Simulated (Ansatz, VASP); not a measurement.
# W: VASP beside Ansatz

```xyz
1
Lattice="0.0000 1.7255 2.0300 2.0300 0.0000 2.0300 2.0300 1.7255 0.0000" Properties=species:S:1:pos:R:3 pbc="T T T"
W     0.0000    0.0000    0.0000
```

Change from the starting cell: strain -0.1500 x Voigt [0, 1, 0, 0, 0, 0], atoms carried along.

Alike in both runs: task single point; functional LDA; k mesh 20 × 20 × 20; occupations gaussian, width 0.15 eV; no spin polarisation.

|  | VASP | Ansatz |
| --- | --- | --- |
| version | VASP 6.6.1 | Ansatz 0.2.0 |
| potentials or method | VASP PAW LDA potentials, release 64 (W_sv), cutoff 520 eV | scalar-relativistic, plane waves, PAW |
| valence electrons in the cell | 14 | 14 |

Ansatz gave:

| Item | Value |
| --- | --- |
| gap on the k mesh at the Fermi level (eV) | none |
| pressure (GPa) | 36.0 |
| traceless stress, the component that is largest in VASP (GPa) | -26.19 |

Question: What did VASP give for the same quantities?

Answer: gap on the k mesh at the Fermi level (eV): none; pressure (GPa): 38.8; traceless stress, the component that is largest in VASP (GPa): -26.32.

LDA's correlation is that of Perdew and Zunger in VASP and of Perdew and Wang (1992) in Ansatz. A gap of «none» marks a metal or a gap that the smearing closes. Both programs put the cell under a high pressure, so it lies far from rest at this level.

Spin-orbit coupling is off throughout.
